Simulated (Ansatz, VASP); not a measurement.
# One calculation of V, two programs

INCAR

```
  PREC = Accurate
  ENCUT = 520
  EDIFF = 1E-6
  ISMEAR = -1
  SIGMA = 0.08
  LREAL = False
  LASPH = True
  NELM = 150
  ALGO = Normal
  ISIF = 2
  LWAVE = False
  LCHARG = False
  ISPIN = 2
  MAGMOM = 1.5 1.5
  LORBIT = 11
  LMAXMIX = 4
  GGA = PE
  NBANDS = 24
```

File KPOINTS:

```
Automatic mesh
0
Gamma
  10 10 10
```

POSCAR

```
V
1.0
    0.0000000000      2.7334772468      2.7334772468
    2.7334772468      0.0000000000      2.7334772468
    2.7334772468      2.7334772468      0.0000000000
V
2
Direct
    0.0000000000      0.0000000000      0.0000000000
    0.2500000000      0.2500000000      0.2500000000
```

Input for Ansatz:

```yaml
crystal:
  lattice:
    - [0.0, 2.7334772468, 2.7334772468]
    - [2.7334772468, 0.0, 2.7334772468]
    - [2.7334772468, 2.7334772468, 0.0]
  atoms:
    - { symbol: V, position: [0.0, 0.0, 0.0], spin: 1.5 }
    - { symbol: V, position: [0.25, 0.25, 0.25], spin: 1.5 }
magnetization:
  spin_polarized: true
kpoints:
  mp_grid: { grid: [10, 10, 10] }
  band_path:
    path:
      - [0.0, 0.0, 0.0]
      - [0.5, 0.0, 0.5]
      - [0.625, 0.25, 0.625]
      - [0.375, 0.375, 0.75]
      - [0.0, 0.0, 0.0]
      - [0.5, 0.5, 0.5]
      - [0.5, 0.25, 0.75]
      - [0.5, 0.0, 0.5]
    npoints: 5
scf:
  occupations: { method: fermi_dirac, width: 0.08 }
hamiltonian:
  xc: pbe
  pseudopotentials:
    kind: all_electron
    lapw: { basis_error: 0.001 }
    relativity: none
output:
  forces: true
  stress: true
  eigenvalues: true
```

Alike in both runs: task single point; functional PBE; k mesh 10 × 10 × 10; occupations fermi-dirac, width 0.08 eV; collinear spin.

|  | VASP | Ansatz |
| --- | --- | --- |
| version | VASP 6.6.1 | Ansatz 0.2.0 |
| potentials or method | VASP PAW PBE potentials, release 64 (V_sv), cutoff 520 eV | all-electron LAPW, non-relativistic |

|  | VASP | Ansatz | Ansatz less VASP |
| --- | --- | --- | --- |
| pressure (GPa) | 0.3 | -0.3 | -0.52 |
| net moment per atom (μB) | 1.87 | 1.90 | +0.030 |
| size of the moment on the site where the two differ most (μB) | 1.70 | 1.62 | -0.084 |

Site moments also hang on the region over which each program counts them. Ansatz ran all-electron here, and VASP with PAW potentials.
